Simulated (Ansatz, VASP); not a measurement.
One calculation of HgTe, two programs

```xyz
2
Lattice="0.0000 3.2235 3.2235 3.2235 0.0000 3.2235 3.2235 3.2235 0.0000" Properties=species:S:1:pos:R:3 pbc="T T T"
Hg    0.0000    0.0000    0.0000
Te    4.8353    4.8353    4.8353
```

Alike in both runs: task electric field gradients; functional LDA; k mesh 11 × 11 × 11; occupations fermi-dirac, width 0.03 eV; no spin polarisation.

```csv
,VASP,Ansatz
version,VASP 6.6.1,Ansatz 0.2.0
potentials or method,"VASP PAW LDA potentials, release 64 (Hg, Te)","PAW with Ansatz's default frozen-core files, scalar-relativistic"
plane-wave cutoff (eV),520,420
valence electrons in the cell,18,36
```

|  | VASP | Ansatz | Ansatz less VASP |
| --- | --- | --- | --- |
| pressure (GPa) | 0.0 | -0.3 | -0.27 |

LDA's correlation is that of Perdew and Zunger in VASP and of Perdew and Wang (1992) in Ansatz. VASP's potentials hold 18 valence electrons a cell and Ansatz's 36, so a difference there can come from the potentials and not from the codes.

Neither program's run includes spin-orbit coupling.
